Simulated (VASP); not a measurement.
Runs of VASP 6.6.1 on SiC. The structure is that of space group P3m1 (No. 156), or close to it. The cells are those of the table. 

```csv
cell,gap on the mesh (eV),pressure (GPa),largest force (eV/Å)
"a = 3.078, b = 3.078, c = 11.577 Å, angles 90.0, 90.0, 60.0°, 8 atoms",(c),-3.4,3.21
"a = 3.078, b = 3.078, c = 10.827 Å, angles 90.0, 90.0, 60.0°, 8 atoms",1.36,-4.9,2.33
"a = 3.078, b = 3.078, c = 9.777 Å, angles 90.0, 90.0, 60.0°, 8 atoms",2.38,(b),9.25
"a = 3.078, b = 3.078, c = 10.577 Å, angles 90.0, 90.0, 60.0°, 8 atoms",1.83,-4.9,2.30
"a = 3.078, b = 3.078, c = 12.077 Å, angles 90.0, 90.0, 60.0°, 8 atoms",none,-2.3,3.24
"a = 3.078, b = 3.078, c = 16.077 Å, angles 90.0, 90.0, 60.0°, 8 atoms",none,-0.2,3.11
"a = 3.078, b = 3.078, c = 13.077 Å, angles 90.0, 90.0, 60.0°, 8 atoms",none,-0.8,3.10
"a = 3.078, b = 3.078, c = 11.077 Å, angles 90.0, 90.0, 60.0°, 8 atoms",(a),-4.6,2.75
```

Alike in all rows: task single point; level r2SCAN; potentials or basis VASP PAW PBE potentials, release 64 (Si, C); no spin polarisation; k mesh 8 × 8 × 3; cutoff (eV) 520; smearing gaussian 0.05 eV.

Q: Estimate the missing entries.

A: (a) 0.93; (b) 11.3; (c) 0.29.

Caveats: the PAW data sets were made with another functional, which shifts forces and pressure a little; semilocal functionals underestimate gaps, and a narrow one can read as zero (at least some runs); the stress differs along the axes, from -11 to 0 GPa (at least some runs); the stress differs along the axes, from -15 to -0 GPa (at least some runs); the stress differs along the axes, from 0 to 33 GPa (at least some runs); the stress differs along the axes, from -14 to -0 GPa (at least some runs); the stress differs along the axes, from -7 to 0 GPa (at least some runs).

A k mesh can miss the band edges.

A gap of «none» marks levels without a gap at the run's occupations.
